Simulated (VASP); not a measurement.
# ZnS (F-43m) in VASP: a series of runs

ZnS is run at these levels: PBE; tasks: single point.

Everything below comes from runs of VASP 6.6.1. Logs are shortened: lines on timing, memory, paths and dates and some standing lists are left out, and cuts for length are marked.

**1. The cell of the first run**

It takes space group F-43m (No. 216, cubic). Conventional cell: a = 5.179 Å, b = 5.179 Å, c = 5.179 Å, α = 90.00°, β = 90.00°, γ = 90.00°. Zn (site symmetry -43m) has 4 S at 2.24 Å within 3.0 Å. Within 3.0 Å of S (site symmetry -43m) lie 4 Zn at 2.24 Å.

**2. Single point, PBE**

Contents of INCAR:

```
PREC = Accurate
ENCUT = 500
EDIFF = 1E-6
ISMEAR = 0
SIGMA = 0.01
LREAL = False
LASPH = True
NELM = 120
ALGO = Normal
ISIF = 2
LWAVE = False
LCHARG = False
GGA = PE
NBANDS = 16
GGA_COMPAT = False
```

Contents of KPOINTS:

```
regular mesh
0
Gamma
  6 6 6
```

Contents of POSCAR:

```
ZnS
1.0
    0.0000000000      2.5892832908      2.5892832908
    2.5892832908      0.0000000000      2.5892832908
    2.5892832908      2.5892832908      0.0000000000
Zn S
1 1
Direct
    0.2500000000      0.2500000000      0.2500000000
    0.0000000000      0.0000000000      0.0000000000
```

Potentials or basis: VASP PAW PBE potentials, release 64 (Zn, S).

The run is started by

```sh
$ cat potpaw_PBE.64/Zn/POTCAR potpaw_PBE.64/S/POTCAR > POTCAR
$ mpirun -np 1 vasp_std > vasp.out
```

OUTCAR:

```text
PREC = Accurate
   ENCUT = 500
   EDIFF = 1E-6
   ISMEAR = 0
   LREAL = False
   LASPH = True
   NELM = 120
   ISIF = 2
   GGA = PE

 ion  position               nearest neighbor table
   1  0.250  0.250  0.250-   2 2.24   2 2.24   2 2.24   2 2.24
   2  0.000  0.000  0.000-   1 2.24   1 2.24   1 2.24   1 2.24

  LATTYP: Found a face centered cubic cell.
 ALAT       =     5.1785665816

  Lattice vectors:

 A1 = (   0.0000000000,   2.5892832908,   2.5892832908)
 A2 = (   2.5892832908,   0.0000000000,   2.5892832908)
 A3 = (   2.5892832908,   2.5892832908,   0.0000000000)

Analysis of symmetry for initial positions (statically):
=====================================================================
 Subroutine PRICEL returns:
 Original cell was already a primitive cell.

 Routine SETGRP: Setting up the symmetry group for a
 face centered cubic supercell.

 Subroutine GETGRP returns: Found 24 space group operations
 (whereof 24 operations were pure point group operations)
 out of a pool of 48 trial point group operations.

The static configuration has the point symmetry T_d .

Analysis of symmetry for dynamics (positions and initial velocities):
=====================================================================
 Subroutine PRICEL returns:
 Original cell was already a primitive cell.

 Routine SETGRP: Setting up the symmetry group for a
 face centered cubic supercell.

 Subroutine GETGRP returns: Found 24 space group operations
 (whereof 24 operations were pure point group operations)
 out of a pool of 48 trial point group operations.

The dynamic configuration has the point symmetry T_d .

 Subroutine INISYM returns: Found 24 space group operations
 (whereof 24 operations are pure point group operations),
 and found     1 'primitive' translations

----------------------------------------------------------------------------------------

                                     Primitive cell

  volume of cell :      34.7191

  direct lattice vectors                    reciprocal lattice vectors
     0.000000000  2.589283291  2.589283291    -0.193103629  0.193103629  0.193103629
     2.589283291  0.000000000  2.589283291     0.193103629 -0.193103629  0.193103629
     2.589283291  2.589283291  0.000000000     0.193103629  0.193103629 -0.193103629

  length of vectors
     3.661799547  3.661799547  3.661799547     0.334465297  0.334465297  0.334465297

  position of ions in fractional coordinates (direct lattice)
     0.250000000  0.250000000  0.250000000
     0.000000000  0.000000000  0.000000000

  ion indices of the primitive-cell ions
   primitive index   ion index
                 1           1
                 2           2

----------------------------------------------------------------------------------------

 KPOINTS: regular mesh

Automatic generation of k-mesh.
 Grid dimensions read from file:
 generate k-points for:    6    6    6

 Generating k-lattice:

  Cartesian coordinates                     Fractional coordinates (reciprocal lattice)
    -0.032183938  0.032183938  0.032183938     0.166666667  0.000000000  0.000000000
     0.032183938 -0.032183938  0.032183938     0.000000000  0.166666667  0.000000000
     0.032183938  0.032183938 -0.032183938     0.000000000  0.000000000  0.166666667

  Length of vectors
     0.055744216  0.055744216  0.055744216

  Shift w.r.t. Gamma in fractional coordinates (k-lattice)
     0.000000000  0.000000000  0.000000000

 Subroutine IBZKPT returns following result:
 ===========================================

 Found     16 irreducible k-points:

 Following reciprocal coordinates:
            Coordinates               Weight
  0.000000  0.000000  0.000000      1.000000
  0.166667  0.000000  0.000000      8.000000
  0.333333  0.000000  0.000000      8.000000
  0.500000  0.000000  0.000000      4.000000
  0.166667  0.166667  0.000000      6.000000
  0.333333  0.166667  0.000000     24.000000
[... 8 lines left out ...]
 -0.333333  0.333333  0.166667     24.000000
 -0.333333  0.500000  0.166667     12.000000
   k-points           NKPTS =     16   k-points in BZ     NKDIM =     16   number of bands    NBANDS=     16
   number of dos      NEDOS =    301   number of ions     NIONS =      2
   total plane-waves  NPLWV =  21952
   dimension x,y,z NGX =    28 NGY =   28 NGZ =   28
   dimension x,y,z NGXF=    56 NGYF=   56 NGZF=   56
   ions per type =               1   1
   NGX,Y,Z   is equivalent  to a cutoff of  12.71, 12.71, 12.71 a.u.
   NGXF,Y,Z  is equivalent  to a cutoff of  25.42, 25.42, 25.42 a.u.
 SYSTEM =  unknown system
   PREC   = accura    normal or accurate (medium, high low for compatibility)
   ISTART =      0    job   : 0-new  1-cont  2-samecut
   ICHARG =      2    charge: 1-file 2-atom 10-const
   ISPIN  =      1    spin polarized calculation?
   LNONCOLLINEAR =      F non collinear calculations
   LSORBIT =      F    spin-orbit coupling
   LASPH  =      T    aspherical Exc in radial PAW
   ENCUT  =  500.0 eV  36.75 Ry    6.06 a.u.   6.68  6.68  6.68*2*pi/ulx,y,z
   NELM   =    120;   NELMIN=  2; NELMDL= -5     # of ELM steps
   EDIFF  = 0.1E-05   stopping-criterion for ELM
   LREAL  =      F    real-space projection
   EDIFFG = 0.1E-04   stopping-criterion for IOM
   NSW    =      0    number of steps for IOM
   IBRION =     -1    ionic relax: 0-MD 1-quasi-New 2-CG
   NFREE  =      0    steps in history (QN), initial steepest desc. (CG)
   ISIF   =      2    stress and relaxation
   ISYM   =      2    0-nonsym 1-usesym 2-fastsym
   POTIM  = 0.5000    time-step for ionic-motion
   TEBEG  =    0.0;   TEEND  =   0.0 temperature during run
   PSTRESS=    0.0 pullay stress
   NELECT =      18.0000    total number of electrons
   NUPDOWN=      -1.0000    fix difference up-down
   EMIN   =  10.00;   EMAX   =-10.00  energy-range for DOS
   EFERMI =   0.00;   METHOD = LEGACY
   ISMEAR =     0;   SIGMA  =   0.01  broadening in eV -4-tet -1-fermi 0-gaus
   EFERMI_NEDOS =   21; number of points for ismear=-14 and -15
   IALGO  =     38    algorithm
   IMIX   =      4    mixing-type and parameters
     AMIX     =   0.40;   BMIX     =  1.00
     AMIX_MAG =   1.60;   BMIX_MAG =  1.00
  volume/ion in A,a.u.               =      17.36       117.15
  Fermi-wavevector in a.u.,A,eV,Ry     =   1.315152  2.485278 23.532990  1.729626
  Thomas-Fermi vector in A             =   2.445355
   LORBIT       =      0    0 simple, 1 ext, 2 COOP (PROOUT), +10 PAW based schemes
   GGA     = PE    functional components
   LHFCALC =     F    Hartree Fock is set to
   AEXX    =    0.0000 exact exchange contribution
   IVDW    =     0    specifies the selected vdW correction
   LEPSILON=     F    determine dielectric tensor
   LRPA    =     F    only Hartree local field effects (RPA)
 non-spin polarized calculation
 Gauss-broadening in eV      SIGMA  =   0.01
  energy-cutoff  :      500.00
  volume of cell :       34.72
 maximum number of plane-waves:       899
   NGX = 13   NGY = 13   NGZ = 13

 number of electron      17.9999987 magnetization

 Free energy of the ion-electron system (eV)
  ---------------------------------------------------
  ext. energy  EPLUGINS =         0.00000000
  ---------------------------------------------------
  free energy    TOTEN  =        -6.61901374 eV

  energy without entropy =       -6.61901374  energy(sigma->0) =       -6.61901374

 E-fermi :   3.4840     XC(G=0): -10.2447

 val. band max:        3.3987057085   @ k =   0.0000   0.0000   0.0000
 cond. band min:       6.0923429353   @ k =   0.0000   0.0000   0.0000
 fundamental gap:      2.6936372267
 Fermi energy:         3.4839955421

 k-point     1 :       0.0000    0.0000    0.0000
  band No.  band energies     occupation
      1     -10.7223      2.00000
      2      -3.5485      2.00000
      3      -3.5485      2.00000
      4      -3.5485      2.00000
      5      -2.8871      2.00000
      6      -2.8871      2.00000
[... 8 lines left out ...]
     15      15.2896      0.00000
     16      15.9904      0.00000

 k-point     2 :       0.1667    0.0000    0.0000
  band No.  band energies     occupation
      1     -10.4710      2.00000
      2      -3.5625      2.00000
      3      -3.5030      2.00000
      4      -3.5030      2.00000
      5      -2.8902      2.00000
      6      -2.8902      2.00000
[... 8 lines left out ...]
     15      14.4287      0.00000
     16      16.5652      0.00000

 k-point     3 :       0.3333    0.0000    0.0000
  band No.  band energies     occupation
      1      -9.8882      2.00000
      2      -3.4451      2.00000
      3      -3.4279      2.00000
      4      -3.4279      2.00000
      5      -2.8713      2.00000
      6      -2.8713      2.00000
[... 8 lines left out ...]
     15      15.1536      0.00000
     16      15.6566      0.00000

 k-point     4 :       0.5000    0.0000    0.0000
  band No.  band energies     occupation
      1      -9.5398      2.00000
      2      -3.4019      2.00000
      3      -3.4019      2.00000
      4      -2.8572      2.00000
      5      -2.8448      2.00000
      6      -2.8448      2.00000
[... 8 lines left out ...]
     15      17.1164      0.00000
     16      17.1164      0.00000

 k-point     5 :       0.1667    0.1667    0.0000
  band No.  band energies     occupation
      1     -10.3869      2.00000
      2      -3.6135      2.00000
      3      -3.4618      2.00000
      4      -3.4618      2.00000
      5      -2.9263      2.00000
      6      -2.8607      2.00000
[... 8 lines left out ...]
     15      15.6526      0.00000
     16      18.2965      0.00000

 k-point     6 :       0.3333    0.1667    0.0000
  band No.  band energies     occupation
      1      -9.9085      2.00000
      2      -3.5956      2.00000
      3      -3.3707      2.00000
      4      -3.3666      2.00000
      5      -2.9191      2.00000
      6      -2.8379      2.00000
[... 8 lines left out ...]
     15      16.1562      0.00000
     16      17.9159      0.00000

 k-point     7 :       0.5000    0.1667    0.0000
  band No.  band energies     occupation
      1      -9.4530      2.00000
      2      -3.4352      2.00000
      3      -3.3307      2.00000
      4      -3.1112      2.00000
      5      -2.8373      2.00000
      6      -2.7306      2.00000
[... 8 lines left out ...]
     15      17.1626      0.00000
     16      18.0492      0.00000

 k-point     8 :      -0.3333    0.1667    0.0000
  band No.  band energies     occupation
      1      -9.5707      2.00000
      2      -3.4070      2.00000
      3      -3.3596      2.00000
      4      -3.2471      2.00000
      5      -2.8923      2.00000
      6      -2.8130      2.00000
[... 8 lines left out ...]
     15      16.9948      0.00000
     16      18.0229      0.00000

 k-point     9 :      -0.1667    0.1667    0.0000
  band No.  band energies     occupation
      1     -10.1038      2.00000
      2      -3.5465      2.00000
      3      -3.4444      2.00000
      4      -3.4327      2.00000
      5      -2.9179      2.00000
      6      -2.8538      2.00000
[... 8 lines left out ...]
     15      15.7115      0.00000
     16      18.3808      0.00000

 k-point    10 :       0.3333    0.3333    0.0000
  band No.  band energies     occupation
      1      -9.6063      2.00000
      2      -3.7041      2.00000
      3      -3.2418      2.00000
      4      -3.2418      2.00000
      5      -2.9193      2.00000
      6      -2.8078      2.00000
[... 8 lines left out ...]
     15      16.5947      0.00000
     16      21.4004      0.00000

 k-point    11 :       0.5000    0.3333    0.0000
  band No.  band energies     occupation
      1      -9.2533      2.00000
      2      -3.6058      2.00000
      3      -3.1759      2.00000
      4      -3.1332      2.00000
      5      -2.8098      2.00000
      6      -2.6803      2.00000
[... 8 lines left out ...]
     15      17.3539      0.00000
     16      19.0351      0.00000

 k-point    12 :      -0.3333    0.3333    0.0000
  band No.  band energies     occupation
      1      -9.2400      2.00000
      2      -3.4570      2.00000
      3      -3.2321      2.00000
      4      -2.9746      2.00000
      5      -2.8680      2.00000
      6      -2.5990      2.00000
[... 8 lines left out ...]
     15      15.2723      0.00000
     16      20.7829      0.00000

 k-point    13 :       0.5000    0.5000    0.0000
  band No.  band energies     occupation
      1      -9.1374      2.00000
      2      -3.7156      2.00000
      3      -3.0962      2.00000
      4      -3.0962      2.00000
      5      -2.7813      2.00000
      6      -2.6244      2.00000
[... 8 lines left out ...]
     15      17.2718      0.00000
     16      18.3965      0.00000

 k-point    14 :       0.5000    0.3333    0.1667
  band No.  band energies     occupation
      1      -9.4786      2.00000
      2      -3.5028      2.00000
      3      -3.3282      2.00000
      4      -3.1933      2.00000
      5      -2.8646      2.00000
      6      -2.8034      2.00000
[... 8 lines left out ...]
     15      17.9943      0.00000
     16      18.6880      0.00000

 k-point    15 :      -0.3333    0.3333    0.1667
  band No.  band energies     occupation
      1      -9.2399      2.00000
      2      -3.4164      2.00000
      3      -3.2722      2.00000
      4      -2.9781      2.00000
      5      -2.9138      2.00000
      6      -2.5007      2.00000
[... 8 lines left out ...]
     15      17.7992      0.00000
     16      18.4720      0.00000

 k-point    16 :      -0.3333    0.5000    0.1667
  band No.  band energies     occupation
      1      -9.1316      2.00000
      2      -3.5144      2.00000
      3      -3.1577      2.00000
      4      -3.0646      2.00000
      5      -2.8606      2.00000
      6      -2.4161      2.00000
[... 8 lines left out ...]
     15      17.7458      0.00000
     16      18.9798      0.00000

------------------------ aborting loop because EDIFF is reached ----------------------------------------

  FORCE on cell =-STRESS in cart. coord.  units (eV):
  Direction    XX          YY          ZZ          XY          YZ          ZX
  --------------------------------------------------------------------------------------
  -------------------------------------------------------------------------------------
  Total        3.1962278      3.1962278      3.1962278     -0.0000000     -0.0000000      0.0000000
  in kB      147.4957813    147.4957813    147.4957813     -0.0000000     -0.0000000      0.0000000
  external PRESSURE =     147.4957813 kB  Pullay stress =       0.0000000 kB

 VOLUME and BASIS-vectors are now :
 -----------------------------------------------------------------------------
  energy-cutoff  :      500.00
  volume of cell :       34.72
      direct lattice vectors                 reciprocal lattice vectors
     0.000000000  2.589283291  2.589283291    -0.193103629  0.193103629  0.193103629
     2.589283291  0.000000000  2.589283291     0.193103629 -0.193103629  0.193103629
     2.589283291  2.589283291  0.000000000     0.193103629  0.193103629 -0.193103629

 POSITION                                       TOTAL-FORCE (eV/Angst)
 -----------------------------------------------------------------------------------
      1.29464      1.29464      1.29464         0.000000     -0.000000      0.000000
      0.00000      0.00000      0.00000        -0.000000      0.000000     -0.000000
 -----------------------------------------------------------------------------------
    total drift:                               -0.000000     -0.000000     -0.000000

  FREE ENERGIE OF THE ION-ELECTRON SYSTEM (eV)
  ---------------------------------------------------
  free  energy   TOTEN  =        -6.6190137434 eV

  energy  without entropy=       -6.6190137434  energy(sigma->0) =       -6.61901374
```

Wall time 16 s (1 thread of Intel Xeon 8259CL, shared host); peak memory 0.15 GiB.

Results:

| Property | Result |
| --- | --- |
| Free energy | -6.6190 eV |
| Pressure | 14.7 GPa |
| Band gap on the k mesh | 2.69 eV, direct |

**3. Single point, PBE**

This run uses another cell than the first one, of 21.30 Å³/atom, 1.227 times its volume.

Contents of INCAR:

```
PREC = Accurate
ENCUT = 500
EDIFF = 1E-6
ISMEAR = 0
SIGMA = 0.01
LREAL = F
LASPH = T
NELM = 120
ALGO = Normal
ISIF = 2
LWAVE = F
LCHARG = T
GGA = PE
LELF = T
LVHAR = T
NBANDS = 16
GGA_COMPAT = F
```

KPOINTS is that of step 2.

Contents of POSCAR:

```
ZnS
1.0
    0.0000000000      2.7722130048      2.7722130048
    2.7722130048      0.0000000000      2.7722130048
    2.7722130048      2.7722130048      0.0000000000
Zn S
1 1
Direct
    0.2500000000      0.2500000000      0.2500000000
    0.0000000000      0.0000000000      0.0000000000
```

Potentials or basis: VASP PAW PBE potentials, release 64 (Zn, S).

The run is started by

```sh
$ cat potpaw_PBE.64/Zn/POTCAR potpaw_PBE.64/S/POTCAR > POTCAR
$ mpirun -np 1 vasp_std > vasp.out
```

Run time: 20 s. Hardware: 1 thread of Intel Xeon 8259CL, shared host; peak memory 0.17 GiB.

It converged, with:

```yaml
Free_energy: -6.8265 eV
Pressure: -3.3 GPa
Band_gap_on_the_k_mesh: 1.78 eV, direct
```

Levels at points of the mesh, in eV from the valence-band top:
```
           k point  band 7  band 8  band 9  band 10  band 11  band 12
(0.00, 0.00, 0.00)    0.00    0.00    0.00     1.78     6.43     6.43
(0.50, 0.00, 0.00)   -4.80   -0.76   -0.76     3.15     6.95     6.95
(0.50, 0.50, 0.00)   -4.26   -1.95   -1.95     3.57     4.05    10.46
```

A hybrid or GW would open this gap; PBE tends to underestimate it.

[end of part 1 of 2]
